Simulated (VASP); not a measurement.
# Zn23S24 (a cell with a defect) in VASP: single point with PBE

Aim: the single point of Zn23S24 (a cell with a defect) with PBE.

All numbers are computed with VASP 6.6.1; they aren't measurements. Logs are shortened: lines on timing, memory, paths and dates and some standing lists are left out, and cuts for length are marked.

## 1. The cell of the first run

The cell holds a defect, 47 atoms: a = 9.943 Å, b = 9.943 Å, c = 9.943 Å, α = 84.08°, β = 84.08°, γ = 84.08°.

## 2. Single point, PBE, collinear spin (atoms taken out, then relaxed in part)

Input file INCAR:

```
  PREC = Accurate
  ENCUT = 520
  EDIFF = 1E-7
  ISMEAR = 0
  SIGMA = 0.01
  LREAL = Auto
  LASPH = T
  NELM = 150
  ALGO = Normal
  ISIF = 2
  LWAVE = F
  LCHARG = F
  ISPIN = 2
  MAGMOM = 0 0 0 0 0 0 0 0 0 0 0 0 0 0 0 0 0 0 0 0 0 0 0 0.5 0 0 0 0 0 0 0 0 0 0 0 0 0 0 0 0 0 0 0 0.5 0.5 0 0.5
  LORBIT = 11
  GGA = PE
  NBANDS = 243
```

Input file KPOINTS:

```
regular mesh
0
Gamma
  1 1 1
```

Input file POSCAR:

```
Zn23S24
1.0
    3.8440669338     -6.6581192371     -6.3046430411
   -7.6881338677      0.0000000001     -6.3046430411
    3.8440669339      6.6581192371     -6.3046430411
Zn S
23 24
Direct
    0.3331451898      0.4998118565      0.1664785232
    0.9955368313      0.6676134851      0.3378128778
    0.5044795445      0.1622034980      0.3342801518
    0.5009468184      0.6711462112      0.8288701647
    0.1672471976      0.3331596283      0.4995854789
    0.8297627187      0.9996333260      0.1716020576
    0.1664929616      0.8329188123      1.0005805310
    0.8329666593      0.5049353910      0.6630960521
    0.6662521456      0.3339138643      0.9998262949
    0.3382687243      0.9964293854      0.6662999926
    0.9988001984      0.1654668650      0.8321335317
    0.6597697157      0.5073180419      0.3344750448
    0.3341586191      0.1653697339      1.0003831913
    0.9987030673      0.3337165246      0.1674919524
    0.5011417114      0.8264363824      0.1739847085
    0.5006106632      0.3343199538      0.6659289200
    0.1676532872      0.9992622534      0.3339439966
    0.8325955867      0.6672773299      1.0009866205
    0.1670498579      0.5008252858      0.8320364006
    0.8289872362      0.1641286703      0.4960562384
    0.6627229050      0.9956539029      0.8307953370
    0.3406513752      0.6678083781      0.4931030491
    0.9974620036      0.8293895717      0.6623205696
    0.5473508793      0.7140175459      0.3806842126
    0.2081162989      0.3747829656      0.0414496323
    0.8738028229      0.5419367075      0.2095821980
    0.3762488647      0.0404694896      0.2086033742
    0.3752700409      0.5429155313      0.7071361562
    0.0418805715      0.2084260011      0.3758214967
    0.7076932308      0.8757014235      0.0426750297
    0.0417593344      0.7091548300      0.8752139048
    0.7090347568      0.3760083630      0.5410265641
    0.5424881633      0.2085472381      0.8750926678
    0.2093416964      0.8743598975      0.5423680901
    0.8748891052      0.0415557719      0.7082224385
    0.5412893413      0.3740805119      0.2091784756
    0.2089131367      0.0419306326      0.8745947729
    0.8752639659      0.2079281062      0.0422464701
    0.3758451422      0.7079560080      0.0407471786
    0.3756252651      0.2083618550      0.5418748363
    0.0416951884      0.8752081697      0.2089585984
    0.7085415030      0.5422919318      0.8750285217
    0.0412614395      0.3755798034      0.7085972992
    0.7081103457      0.0387990959      0.3773831722
    0.5440498389      0.8747770124      0.7054657625
    0.2074138453      0.5425118089      0.3746226746
    0.8721324292      0.7107165056      0.5414436790
```

Potentials or basis: VASP PAW PBE potentials, release 64 (Zn, S).

The run is started by

```sh
$ cat potpaw_PBE.64/Zn/POTCAR potpaw_PBE.64/S/POTCAR > POTCAR
$ mpirun -np 1 vasp_gam > vasp.out
```

OUTCAR:

```text
PREC = Accurate
   ENCUT = 520
   EDIFF = 1E-7
   ISMEAR = 0
   LREAL = Auto
   LASPH = T
   NELM = 150
   ISIF = 2
   ISPIN = 2
   LORBIT = 11
   GGA = PE

 ion  position               nearest neighbor table
   1  0.333  0.500  0.166-  46 2.36  39 2.36  36 2.36  25 2.36
   2  0.996  0.668  0.338-  47 2.31  26 2.37  41 2.38  46 2.38
   3  0.504  0.162  0.334-  44 2.31  27 2.37  40 2.38  36 2.38
   4  0.501  0.671  0.829-  45 2.31  28 2.37  42 2.38  39 2.38
   5  0.167  0.333  0.500-  40 2.36  29 2.36  46 2.36  43 2.37
   6  0.830  1.000  0.172-  44 2.31  30 2.36  41 2.37  38 2.38
[... 35 lines left out ...]
  42  0.709  0.542  0.875-   9 2.36  18 2.36   8 2.37   4 2.38
  43  0.041  0.376  0.709-  19 2.36  11 2.37   5 2.37   8 2.38
  44  0.708  0.039  0.377-  20 2.30   3 2.31   6 2.31
  45  0.544  0.875  0.705-  21 2.30   4 2.31  10 2.31
  46  0.207  0.543  0.375-   1 2.36   5 2.36   2 2.38  22 2.38
  47  0.872  0.711  0.541-  23 2.30   2 2.31   8 2.31

  LATTYP: Found a trigonal (rhomboedric) cell.
 ALAT       =     9.9426317564
 COS(alpha) =     0.1031280883

  Lattice vectors:

 A1 = (   3.8440669338,  -6.6581192371,  -6.3046430411)
 A2 = (  -7.6881338677,   0.0000000001,  -6.3046430411)
 A3 = (   3.8440669339,   6.6581192371,  -6.3046430411)

Analysis of symmetry for initial positions (statically):
=====================================================================
 Subroutine PRICEL returns:
 Original cell was already a primitive cell.

 Routine SETGRP: Setting up the symmetry group for a
 trigonal (rhombohedral) supercell.

 Subroutine GETGRP returns: Found  3 space group operations
 (whereof  1 operations were pure point group operations)
 out of a pool of 12 trial point group operations.

The static configuration has the point symmetry C_1 .
 The point group associated with its full space group is C_3 .

Analysis of symmetry for dynamics (positions and initial velocities):
=====================================================================
 Subroutine PRICEL returns:
 Original cell was already a primitive cell.

 Routine SETGRP: Setting up the symmetry group for a
 trigonal (rhombohedral) supercell.

 Subroutine GETGRP returns: Found  3 space group operations
 (whereof  1 operations were pure point group operations)
 out of a pool of 12 trial point group operations.

The dynamic configuration has the point symmetry C_1 .
 The point group associated with its full space group is C_3 .

Analysis of structural, dynamic, and magnetic symmetry:
=====================================================================
 Subroutine PRICEL returns:
 Original cell was already a primitive cell.

 Routine SETGRP: Setting up the symmetry group for a
 trigonal (rhombohedral) supercell.

 Subroutine GETGRP returns: Found  3 space group operations
 (whereof  1 operations were pure point group operations)
 out of a pool of 12 trial point group operations.

The overall configuration has the point symmetry C_1 .
 The point group associated with its full space group is C_3 .

 Subroutine INISYM returns: Found  3 space group operations
 (whereof  1 operations are pure point group operations),
 and found     1 'primitive' translations

----------------------------------------------------------------------------------------

                                     Primitive cell

  volume of cell :     968.1759

  direct lattice vectors                    reciprocal lattice vectors
     3.844066934 -6.658119237 -6.304643041     0.043356859 -0.075096282 -0.052871087
    -7.688133868  0.000000000 -6.304643041    -0.086713717  0.000000000 -0.052871087
     3.844066934  6.658119237 -6.304643041     0.043356859  0.075096282 -0.052871087

  length of vectors
     9.942631756  9.942631756  9.942631756     0.101560921  0.101560921  0.101560921

  position of ions in fractional coordinates (direct lattice)
     0.333145190  0.499811857  0.166478523
     0.995536831  0.667613485  0.337812878
     0.504479545  0.162203498  0.334280152
     0.500946818  0.671146211  0.828870165
     0.167247198  0.333159628  0.499585479
[... 123 lines left out ...]
   number of dos      NEDOS =    301   number of ions     NIONS =     47
   total plane-waves  NPLWV = 512000
   dimension x,y,z NGX =    80 NGY =   80 NGZ =   80
   dimension x,y,z NGXF=   160 NGYF=  160 NGZF=  160
   ions per type =              23  24
   NGX,Y,Z   is equivalent  to a cutoff of  13.38, 13.38, 13.38 a.u.
   NGXF,Y,Z  is equivalent  to a cutoff of  26.75, 26.75, 26.75 a.u.
 SYSTEM =  unknown system
   PREC   = accura    normal or accurate (medium, high low for compatibility)
   ISTART =      0    job   : 0-new  1-cont  2-samecut
   ICHARG =      2    charge: 1-file 2-atom 10-const
   ISPIN  =      2    spin polarized calculation?
   LNONCOLLINEAR =      F non collinear calculations
   LSORBIT =      F    spin-orbit coupling
   LASPH  =      T    aspherical Exc in radial PAW
   ENCUT  =  520.0 eV  38.22 Ry    6.18 a.u.  18.49 18.49 18.49*2*pi/ulx,y,z
   NELM   =    150;   NELMIN=  2; NELMDL= -5     # of ELM steps
   EDIFF  = 0.1E-06   stopping-criterion for ELM
   LREAL  =      T    real-space projection
   EDIFFG = 0.1E-05   stopping-criterion for IOM
   NSW    =      0    number of steps for IOM
   IBRION =     -1    ionic relax: 0-MD 1-quasi-New 2-CG
   NFREE  =      0    steps in history (QN), initial steepest desc. (CG)
   ISIF   =      2    stress and relaxation
   ISYM   =      2    0-nonsym 1-usesym 2-fastsym
   POTIM  = 0.5000    time-step for ionic-motion
   TEBEG  =    0.0;   TEEND  =   0.0 temperature during run
   PSTRESS=    0.0 pullay stress
   NELECT =     420.0000    total number of electrons
   NUPDOWN=      -1.0000    fix difference up-down
   EMIN   =  10.00;   EMAX   =-10.00  energy-range for DOS
   EFERMI =   0.00;   METHOD = LEGACY
   ISMEAR =     0;   SIGMA  =   0.01  broadening in eV -4-tet -1-fermi 0-gaus
   EFERMI_NEDOS =   21; number of points for ismear=-14 and -15
   IALGO  =     38    algorithm
   IMIX   =      4    mixing-type and parameters
     AMIX     =   0.40;   BMIX     =  1.00
     AMIX_MAG =   1.60;   BMIX_MAG =  1.00
  volume/ion in A,a.u.               =      20.60       139.01
  Fermi-wavevector in a.u.,A,eV,Ry     =   1.239291  2.341920 20.896390  1.535841
  Thomas-Fermi vector in A             =   2.373780
   LORBIT       =     11    0 simple, 1 ext, 2 COOP (PROOUT), +10 PAW based schemes
   GGA     = PE    functional components
   LHFCALC =     F    Hartree Fock is set to
   AEXX    =    0.0000 exact exchange contribution
   IVDW    =     0    specifies the selected vdW correction
   LEPSILON=     F    determine dielectric tensor
   LRPA    =     F    only Hartree local field effects (RPA)
 spin polarized calculation
 Gauss-broadening in eV      SIGMA  =   0.01
  energy-cutoff  :      520.00
  volume of cell :      968.18
 maximum number of plane-waves:     13053
 NGX is ok and might be reduce to    80
   NGX = 37   NGY = 37   NGZ = 37

 number of electron     420.0000026 magnetization       2.0000000

 Free energy of the ion-electron system (eV)
  ---------------------------------------------------
  ext. energy  EPLUGINS =         0.00000000
  ---------------------------------------------------
  free energy    TOTEN  =      -159.08670316 eV

  energy without entropy =     -159.08670316  energy(sigma->0) =     -159.08670316

 E-fermi :   1.8735     XC(G=0):  -9.4247

 val. band max:        1.8337172481   @ k =   0.0000   0.0000   0.0000
 cond. band min:       1.9140982194   @ k =   0.0000   0.0000   0.0000
 fundamental gap:      0.0803809713
 Fermi energy:         1.8734847577

 spin component 1

 k-point     1 :       0.0000    0.0000    0.0000
  band No.  band energies     occupation
      1     -11.2518      1.00000
      2     -10.6710      1.00000
      3     -10.6710      1.00000
      4     -10.6586      1.00000
      5     -10.6426      1.00000
      6     -10.6426      1.00000
[... 214 lines left out ...]
    221       5.9782      0.00000
    222       6.0283      0.00000
 Fermi energy:         1.8734847577

 spin component 2

 k-point     1 :       0.0000    0.0000    0.0000
  band No.  band energies     occupation
      1     -11.2006      1.00000
      2     -10.6220      1.00000
      3     -10.6220      1.00000
      4     -10.5959      1.00000
      5     -10.5922      1.00000
      6     -10.5922      1.00000
[... 214 lines left out ...]
    221       6.0002      0.00000
    222       6.0552      0.00000
 [bands above 222 left out]

------------------------ aborting loop because EDIFF is reached ----------------------------------------

  FORCE on cell =-STRESS in cart. coord.  units (eV):
  Direction    XX          YY          ZZ          XY          YZ          ZX
  --------------------------------------------------------------------------------------
  -------------------------------------------------------------------------------------
  Total       -8.3232845     -8.3232845      1.0070922     -0.0000000     -0.0000000     -0.0000000
  in kB      -13.7737140    -13.7737140      1.6665777     -0.0000000     -0.0000000     -0.0000000
  external PRESSURE =      -8.6269501 kB  Pullay stress =       0.0000000 kB

 VOLUME and BASIS-vectors are now :
 -----------------------------------------------------------------------------
  energy-cutoff  :      520.00
  volume of cell :      968.18
      direct lattice vectors                 reciprocal lattice vectors
     3.844066934 -6.658119237 -6.304643041     0.043356859 -0.075096282 -0.052871087
    -7.688133868  0.000000000 -6.304643041    -0.086713717  0.000000000 -0.052871087
     3.844066934  6.658119237 -6.304643041     0.043356859  0.075096282 -0.052871087

 POSITION                                       TOTAL-FORCE (eV/Angst)
 -----------------------------------------------------------------------------------
     -1.92203     -1.10969     -6.30108         0.000000     -0.000000      0.015556
     -0.00722     -4.37920    -12.61536         0.004168      0.003332     -0.003923
      1.97721     -1.13321     -6.31072         0.000801     -0.005275     -0.003923
     -0.04796      2.18335    -12.61536        -0.004969      0.001944     -0.003923
      0.00197      2.21275     -6.30459         0.000948      0.000551     -0.002203
     -3.83600     -4.38211    -12.61558        -0.006251      0.001894     -0.003421
[... 39 lines left out ...]
     -1.93352      1.11330     -7.08988        -0.001389      0.007450      0.000090
     -0.03020     -2.20177    -13.39291        -0.016873      0.007891      0.006956
 -----------------------------------------------------------------------------------
    total drift:                                0.000655     -0.000215     -0.002870

  FREE ENERGIE OF THE ION-ELECTRON SYSTEM (eV)
  ---------------------------------------------------
  free  energy   TOTEN  =      -159.0867031621 eV

  energy  without entropy=     -159.0867031613  energy(sigma->0) =     -159.08670316

 total charge

# of ion       s       p       d       tot
------------------------------------------
    1        0.511   0.455   9.792  10.758
    2        0.512   0.459   9.791  10.762
    3        0.512   0.459   9.791  10.762
    4        0.512   0.459   9.791  10.762
    5        0.509   0.456   9.794  10.759
    6        0.512   0.457   9.791  10.761
[... 39 lines left out ...]
   46        1.316   2.412   0.000   3.729
   47        1.330   2.373   0.000   3.704
--------------------------------------------------
tot         43.347  68.358 225.225 336.929

 magnetization (x)

# of ion       s       p       d       tot
------------------------------------------
    1       -0.002   0.002   0.010   0.010
    2       -0.002   0.001   0.012   0.010
    3       -0.002   0.001   0.012   0.010
    4       -0.002   0.001   0.012   0.010
    5       -0.002  -0.000   0.008   0.006
    6       -0.003   0.001   0.012   0.010
[... 39 lines left out ...]
   46        0.002   0.051   0.000   0.052
   47        0.006   0.140   0.000   0.146
--------------------------------------------------
tot         -0.002   1.229   0.218   1.444
```

Wall time 18 min (1 thread of Intel Xeon Platinum 8375C at 2.90GHz (Ice Lake), shared host); peak memory 1.4 GiB.

What came out:

| Property | Result |
| --- | --- |
| Free energy | -159.0867 eV |
| Pressure | -0.9 GPa |
| Largest force | 0.032 eV/Å |
| Net moment | 2.00 μB per cell |
| Site moments | Zn +0.01, +0.00 (each value once); S +0.06, +0.03, +0.04, +0.05, +0.15 (each value once) μB |
| Valence electrons inside the program's atomic spheres | Zn 10.76; S 3.71, 3.73, 3.70 (each value once) |

Forces on the atoms (eV/Å):
```
Zn   0.000  0.000  0.016
Zn   0.004  0.003 -0.004
Zn   0.001 -0.005 -0.004
Zn  -0.005  0.002 -0.004
Zn   0.001  0.001 -0.002
Zn  -0.006  0.002 -0.003
Zn  -0.001  0.001 -0.002
Zn   0.001 -0.006 -0.003
Zn   0.000 -0.001 -0.002
Zn   0.005  0.004 -0.003
Zn   0.000  0.000  0.008
Zn  -0.002  0.003  0.008
Zn   0.001 -0.002  0.005
Zn   0.001  0.002  0.005
Zn   0.003  0.001  0.008
Zn  -0.002  0.003  0.001
Zn  -0.002 -0.003  0.001
Zn   0.003  0.000  0.001
Zn  -0.002  0.000  0.005
Zn  -0.001 -0.002  0.003
Zn  -0.001  0.002  0.003
Zn  -0.001 -0.003  0.008
Zn   0.002  0.000  0.003
S    0.000  0.000 -0.032
S    0.000  0.000 -0.018
S   -0.001  0.000  0.002
S    0.001  0.001  0.002
S    0.000 -0.001  0.002
S   -0.002  0.000  0.002
S   -0.001  0.004  0.001
S    0.001 -0.002  0.002
S   -0.003 -0.003  0.001
S    0.001  0.002  0.002
S    0.004 -0.001  0.001
S    0.000  0.000 -0.008
S    0.007 -0.003  0.000
S    0.000 -0.001 -0.007
S    0.001  0.000 -0.007
S   -0.006 -0.005  0.000
S   -0.004  0.001  0.000
S    0.001 -0.004  0.000
S    0.003  0.003  0.000
S    0.000  0.001 -0.007
S    0.015  0.011  0.007
S    0.002 -0.019  0.007
S   -0.001  0.007  0.000
S   -0.017  0.008  0.007
```

Caveat: the k points lie up to 0.64 Å⁻¹ apart; the cell differs from its parent crystal (atoms taken out, then relaxed in part).
